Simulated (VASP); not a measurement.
# BaZn2H6 (P4/mmm) in VASP: relaxation of cell and atoms with PBE

Aim: the relaxation of cell and atoms of BaZn2H6 with PBE.

Everything below comes from runs of VASP 6.6.1. Logs are shortened: lines on timing, memory, paths and dates and some standing lists are left out, and cuts for length are marked.

### Step 1. The cell of the first run

The structure is tetragonal, space group P4/mmm (No. 123). Conventional cell: a = 5.327 Å, b = 5.327 Å, c = 3.922 Å, α = 90.00°, β = 90.00°, γ = 90.00°. Within 3.5 Å of Ba (site symmetry 4/mmm) lie 12 H at 2.66 to 2.67 Å and 8 Zn at 3.31 Å. Zn (site symmetry mmm) has 6 H at 1.88 to 1.96 Å within 2.5 Å. H (site symmetry mmm) has 2 Zn at 1.96 Å within 2.6 Å. H (site symmetry m2m) has 2 Zn at 1.88 Å within 2.5 Å.

### Step 2. Relaxation of cell and atoms, PBE

Contents of INCAR:

```
ALGO = Normal
EDIFF = 1E-7
EDIFFG = -0.01
ENCUT = 600
GGA = PE
IBRION = 2
ISIF = 3
ISMEAR = 0
LASPH = True
LCHARG = False
LREAL = False
LWAVE = False
NELM = 100
NSW = 100
PREC = Accurate
SIGMA = 0.1
```

Contents of KPOINTS:

```
k-points
0
Gamma
  8 8 10
```

Contents of POSCAR:

```
BaZn2H6
1.0
    5.3271894888      0.0000000000      0.0000000000
    0.0000000000      5.3271894888      0.0000000000
    0.0000000000      0.0000000000      3.9216301847
Ba Zn H
1 2 6
Direct
    0.5000000000      0.5000000000      0.5000000000
    0.0000000000      0.5000000000      0.0000000000
    0.5000000000      0.0000000000      0.0000000000
    0.0000000000      0.5000000000      0.5000000000
    0.5000000000      0.0000000000      0.5000000000
    0.2596039196      0.7403960804      0.0000000000
    0.7403960804      0.2596039196      0.0000000000
    0.2596039196      0.2596039196      0.0000000000
    0.7403960804      0.7403960804      0.0000000000
```

Potentials or basis: VASP PAW PBE potentials, release 64 (Ba_sv, Zn, H).

Run with:

```bash
cat potpaw_PBE.64/Ba_sv/POTCAR potpaw_PBE.64/Zn/POTCAR potpaw_PBE.64/H/POTCAR > POTCAR
mpirun -np 1 vasp_std > vasp.out
```

OUTCAR:

```text
EDIFF = 1E-7
   EDIFFG = -0.01
   ENCUT = 600
   GGA = PE
   IBRION = 2
   ISIF = 3
   ISMEAR = 0
   LASPH = True
   LREAL = False
   NELM = 100
   NSW = 100
   PREC = Accurate

 ion  position               nearest neighbor table
   1  0.500  0.500  0.500-   4 2.66   5 2.66   5 2.66   4 2.66   8 2.67   8 2.67   7 2.67   7 2.67
                             6 2.67   6 2.67   9 2.67   9 2.67   2 3.31   3 3.31   3 3.31   2 3.31
   2  0.000  0.500  0.000-   7 1.88   9 1.88   8 1.88   6 1.88   4 1.96   4 1.96   1 3.31   1 3.31
                             1 3.31   1 3.31
   3  0.500  0.000  0.000-   6 1.88   9 1.88   8 1.88   7 1.88   5 1.96   5 1.96   1 3.31   1 3.31
                             1 3.31   1 3.31
   4  0.000  0.500  0.500-   2 1.96   2 1.96   1 2.66   1 2.66
   5  0.500  0.000  0.500-   3 1.96   3 1.96   1 2.66   1 2.66
   6  0.260  0.740  0.000-   3 1.88   2 1.88   1 2.67   1 2.67
   7  0.740  0.260  0.000-   2 1.88   3 1.88   1 2.67   1 2.67
   8  0.260  0.260  0.000-   2 1.88   3 1.88   1 2.67   1 2.67
   9  0.740  0.740  0.000-   2 1.88   3 1.88   1 2.67   1 2.67

  LATTYP: Found a simple tetragonal cell.
 ALAT       =     5.3271894888
 C/A-ratio  =     0.7361536872

  Lattice vectors:

 A1 = (   5.3271894888,   0.0000000000,   0.0000000000)
 A2 = (   0.0000000000,   5.3271894888,   0.0000000000)
 A3 = (   0.0000000000,   0.0000000000,   3.9216301847)

Analysis of symmetry for initial positions (statically):
=====================================================================
 Subroutine PRICEL returns:
 Original cell was already a primitive cell.

 Routine SETGRP: Setting up the symmetry group for a
 simple tetragonal supercell.

 Subroutine GETGRP returns: Found 16 space group operations
 (whereof 16 operations were pure point group operations)
 out of a pool of 16 trial point group operations.

The static configuration has the point symmetry D_4h.

Analysis of symmetry for dynamics (positions and initial velocities):
=====================================================================
 Subroutine PRICEL returns:
 Original cell was already a primitive cell.

 Routine SETGRP: Setting up the symmetry group for a
 simple tetragonal supercell.

 Subroutine GETGRP returns: Found 16 space group operations
 (whereof 16 operations were pure point group operations)
 out of a pool of 16 trial point group operations.

The dynamic configuration has the point symmetry D_4h.

 Subroutine INISYM returns: Found 16 space group operations
 (whereof 16 operations are pure point group operations),
 and found     1 'primitive' translations

----------------------------------------------------------------------------------------

                                     Primitive cell

  volume of cell :     111.2917

  direct lattice vectors                    reciprocal lattice vectors
     5.327189489  0.000000000  0.000000000     0.187716244  0.000000000  0.000000000
     0.000000000  5.327189489  0.000000000     0.000000000  0.187716244  0.000000000
     0.000000000  0.000000000  3.921630185     0.000000000  0.000000000  0.254995997

  length of vectors
     5.327189489  5.327189489  3.921630185     0.187716244  0.187716244  0.254995997

  position of ions in fractional coordinates (direct lattice)
     0.500000000  0.500000000  0.500000000
     0.000000000  0.500000000  0.000000000
     0.500000000  0.000000000  0.000000000
     0.000000000  0.500000000  0.500000000
     0.500000000  0.000000000  0.500000000
     0.259603920  0.740396080  0.000000000
     0.740396080  0.259603920  0.000000000
     0.259603920  0.259603920  0.000000000
     0.740396080  0.740396080  0.000000000

  ion indices of the primitive-cell ions
   primitive index   ion index
                 1           1
                 2           2
                 3           3
                 4           4
                 5           5
                 6           6
                 7           7
                 8           8
                 9           9

----------------------------------------------------------------------------------------

 KPOINTS: k-points

Automatic generation of k-mesh.
 Grid dimensions read from file:
 generate k-points for:    8    8   10

 Generating k-lattice:

  Cartesian coordinates                     Fractional coordinates (reciprocal lattice)
     0.023464530  0.000000000  0.000000000     0.125000000  0.000000000  0.000000000
     0.000000000  0.023464530  0.000000000     0.000000000  0.125000000  0.000000000
     0.000000000  0.000000000  0.025499600     0.000000000  0.000000000  0.100000000

  Length of vectors
     0.023464530  0.023464530  0.025499600

  Shift w.r.t. Gamma in fractional coordinates (k-lattice)
     0.000000000  0.000000000  0.000000000

 Subroutine IBZKPT returns following result:
 ===========================================

 Found     90 irreducible k-points:

 Following reciprocal coordinates:
            Coordinates               Weight
  0.000000  0.000000  0.000000      1.000000
  0.125000  0.000000  0.000000      4.000000
  0.250000  0.000000  0.000000      4.000000
  0.375000  0.000000  0.000000      4.000000
  0.500000  0.000000  0.000000      2.000000
  0.125000  0.125000  0.000000      4.000000
[... 16 lines left out ...]
  0.375000  0.125000  0.100000     16.000000
  0.500000  0.125000  0.100000      8.000000
 [... further k-points ...]
   k-points           NKPTS =     90   k-points in BZ     NKDIM =     90   number of bands    NBANDS=     25
   number of dos      NEDOS =    301   number of ions     NIONS =      9
   total plane-waves  NPLWV =  73728
   dimension x,y,z NGX =    48 NGY =   48 NGZ =   32
   dimension x,y,z NGXF=    96 NGYF=   96 NGZF=   64
   ions per type =               1   2   6
   NGX,Y,Z   is equivalent  to a cutoff of  14.98, 14.98, 13.57 a.u.
   NGXF,Y,Z  is equivalent  to a cutoff of  29.96, 29.96, 27.13 a.u.
 SYSTEM =  unknown system
   PREC   = accura    normal or accurate (medium, high low for compatibility)
   ISTART =      0    job   : 0-new  1-cont  2-samecut
   ICHARG =      2    charge: 1-file 2-atom 10-const
   ISPIN  =      1    spin polarized calculation?
   LNONCOLLINEAR =      F non collinear calculations
   LSORBIT =      F    spin-orbit coupling
   LASPH  =      T    aspherical Exc in radial PAW
   ENCUT  =  600.0 eV  44.10 Ry    6.64 a.u.  10.64 10.64  7.83*2*pi/ulx,y,z
   NELM   =    100;   NELMIN=  2; NELMDL= -5     # of ELM steps
   EDIFF  = 0.1E-06   stopping-criterion for ELM
   LREAL  =      F    real-space projection
   EDIFFG = -.1E-01   stopping-criterion for IOM
   NSW    =    100    number of steps for IOM
   IBRION =      2    ionic relax: 0-MD 1-quasi-New 2-CG
   NFREE  =      1    steps in history (QN), initial steepest desc. (CG)
   ISIF   =      3    stress and relaxation
   ISYM   =      2    0-nonsym 1-usesym 2-fastsym
   POTIM  = 0.5000    time-step for ionic-motion
   TEBEG  =    0.0;   TEEND  =   0.0 temperature during run
   PSTRESS=    0.0 pullay stress
   NELECT =      40.0000    total number of electrons
   NUPDOWN=      -1.0000    fix difference up-down
   EMIN   =  10.00;   EMAX   =-10.00  energy-range for DOS
   EFERMI =   0.00;   METHOD = LEGACY
   ISMEAR =     0;   SIGMA  =   0.10  broadening in eV -4-tet -1-fermi 0-gaus
   EFERMI_NEDOS =   21; number of points for ismear=-14 and -15
   IALGO  =     38    algorithm
   IMIX   =      4    mixing-type and parameters
     AMIX     =   0.40;   BMIX     =  1.00
     AMIX_MAG =   1.60;   BMIX_MAG =  1.00
  volume/ion in A,a.u.               =      12.37        83.45
  Fermi-wavevector in a.u.,A,eV,Ry     =   1.163967  2.199578 18.433421  1.354818
  Thomas-Fermi vector in A             =   2.300510
   LORBIT       =      0    0 simple, 1 ext, 2 COOP (PROOUT), +10 PAW based schemes
   GGA     = PE    functional components
   LHFCALC =     F    Hartree Fock is set to
   AEXX    =    0.0000 exact exchange contribution
   IVDW    =     0    specifies the selected vdW correction
   LEPSILON=     F    determine dielectric tensor
   LRPA    =     F    only Hartree local field effects (RPA)
 conjugate gradient relaxation of ions
 non-spin polarized calculation
 Gauss-broadening in eV      SIGMA  =   0.10
  energy-cutoff  :      600.00
  volume of cell :      111.29
 maximum number of plane-waves:      3744
 NGX is ok and might be reduce to    48
   NGX = 21   NGY = 21   NGZ = 15

--------------------------------------- Ionic step        1  -------------------------------------------

 number of electron      40.0000022 magnetization

 Free energy of the ion-electron system (eV)
  ---------------------------------------------------
  ext. energy  EPLUGINS =         0.00000000
  ---------------------------------------------------
  free energy    TOTEN  =       -24.98048370 eV

  energy without entropy =      -24.97856236  energy(sigma->0) =      -24.97952303

------------------------ aborting loop because EDIFF is reached ----------------------------------------

  FORCE on cell =-STRESS in cart. coord.  units (eV):
  Direction    XX          YY          ZZ          XY          YZ          ZX
  --------------------------------------------------------------------------------------
  -------------------------------------------------------------------------------------
  Total        0.2377315      0.2377315      0.6823888      0.0000000      0.0000000      0.0000000
  in kB        3.4224280      3.4224280      9.8238007      0.0000000      0.0000000      0.0000000
  external PRESSURE =       5.5562189 kB  Pullay stress =       0.0000000 kB
[... 200 lines left out ...]
  energy  without entropy=      -24.9818914813  energy(sigma->0) =      -24.98288557

--------------------------------------- Ionic step        6  -------------------------------------------

 number of electron      40.0000034 magnetization

 Free energy of the ion-electron system (eV)
  ---------------------------------------------------
  ext. energy  EPLUGINS =         0.00000000
  ---------------------------------------------------
  free energy    TOTEN  =       -24.98417023 eV

  energy without entropy =      -24.98216412  energy(sigma->0) =      -24.98316717

 E-fermi :   0.4029     XC(G=0):  -8.7609

 val. band max:        0.3404043894   @ k =   0.1250   0.0000   0.3000
 cond. band min:       0.4140359682   @ k =   0.2500   0.0000   0.5000
 fundamental gap:      0.0736315788
 Fermi energy:         0.4029017626

 k-point     1 :       0.0000    0.0000    0.0000
  band No.  band energies     occupation
      1     -26.3582      2.00000
      2     -11.8077      2.00000
      3     -11.8077      2.00000
      4     -11.3704      2.00000
      5      -7.3963      2.00000
      6      -6.8115      2.00000
[... 661 lines left out ...]
     24       5.1239      0.00000
     25       5.4260      0.00000

 [... further k-points ...]
[... 5 lines left out ...]
  --------------------------------------------------------------------------------------
  -------------------------------------------------------------------------------------
  Total       -0.0236414     -0.0236414      0.0175189      0.0000000      0.0000000      0.0000000
  in kB       -0.3367321     -0.3367321      0.2495271      0.0000000      0.0000000      0.0000000
  external PRESSURE =      -0.1413123 kB  Pullay stress =       0.0000000 kB
[... 24 lines left out ...]
  FREE ENERGIE OF THE ION-ELECTRON SYSTEM (eV)
  ---------------------------------------------------
  free  energy   TOTEN  =       -24.9841702271 eV

  energy  without entropy=      -24.9821641188  energy(sigma->0) =      -24.98316717

 reached required accuracy - stopping structural energy minimisation
```

Run time: 15 min. Hardware: 1 thread of Intel Xeon Platinum 8488C (Sapphire Rapids), shared host; peak memory 0.5 GiB.

What came out:

```
Free energy                            : -24.9842 eV
Relaxed volume                         : 12.50 Å³/atom
Relaxed cell                           : a = 5.328 Å, b = 5.328 Å, c = 3.962 Å, α = 90.00°, β = 90.00°, γ = 90.00°
Space group after relaxing (to 0.05 Å) : P4/mmm (No. 123)
Energy gained by relaxing              : 0.4 meV/atom
Ionic steps                            : 6
Pressure after relaxing                : 0.0 GPa
Band gap on the k mesh                 : zero (band 20 reaches 0.64 eV, above the bottom of band 21 at 0.22 eV)
```

The path:
| step | energy change (eV) | largest force (eV/Å) | pressure (GPa) | volume (Å³) |
| --- | --- | --- | --- | --- |
| 1 | 0.0000 | 0.0206 | 0.56 | 111.29 |
| 2 | -0.0024 | 0.0117 | 0.23 | 111.98 |
| 3 | -0.0030 | 0.0008 | -0.19 | 112.86 |
| 4 | -0.0031 | 0.0032 | -0.11 | 112.67 |
| 5 | -0.0034 | 0.0027 | -0.07 | 112.60 |
| 6 | -0.0037 | 0.0017 | -0.01 | 112.49 |

Final structure:
```cif
data_structure
_symmetry_space_group_name_H-M 'P 1'
_symmetry_Int_Tables_number 1
_cell_length_a 5.3283
_cell_length_b 5.3283
_cell_length_c 3.9620
_cell_angle_alpha 90.000
_cell_angle_beta 90.000
_cell_angle_gamma 90.000
_cell_volume 112.49
loop_
_atom_site_label
_atom_site_type_symbol
_atom_site_fract_x
_atom_site_fract_y
_atom_site_fract_z
_atom_site_occupancy
Ba1 Ba 0.50000 0.50000 0.50000 1
Zn1 Zn 0.00000 0.50000 0.00000 1
Zn2 Zn 0.50000 0.00000 0.00000 1
H1 H 0.00000 0.50000 0.50000 1
H2 H 0.50000 0.00000 0.50000 1
H3 H 0.25922 0.74078 0.00000 1
H4 H 0.74078 0.25922 0.00000 1
H5 H 0.25922 0.25922 0.00000 1
H6 H 0.74078 0.74078 0.00000 1
```

Levels at points of the mesh, in eV from the Fermi level:
```
           k point  band 16  band 17  band 18  band 19  band 20  band 21  band 22  band 23  band 24  band 25
(0.00, 0.00, 0.00)    -4.52    -3.15    -3.15    -0.94    -0.13     3.58     4.28     4.31     4.71     4.71
(0.50, 0.00, 0.00)    -5.74    -2.17    -2.13    -1.75    -0.91     2.91     2.92     3.63     4.37     5.06
(0.50, 0.50, 0.00)    -5.07    -4.69    -4.04     0.23     0.23     2.55     2.99     2.99     3.27     5.57
(0.00, 0.00, 0.50)    -4.10    -4.06    -4.06    -3.67    -1.15     0.48     4.22     4.22     4.53     6.42
(0.50, 0.00, 0.50)    -4.58    -3.85    -2.94    -2.84    -1.60     1.82     2.31     3.68     4.43     5.43
(0.50, 0.50, 0.50)    -4.75    -3.42    -2.95    -2.80    -2.80     2.50     4.51     4.56     4.95     4.95
```

Caveat: spin-orbit coupling is left out, which moves the levels of the heavy elements.
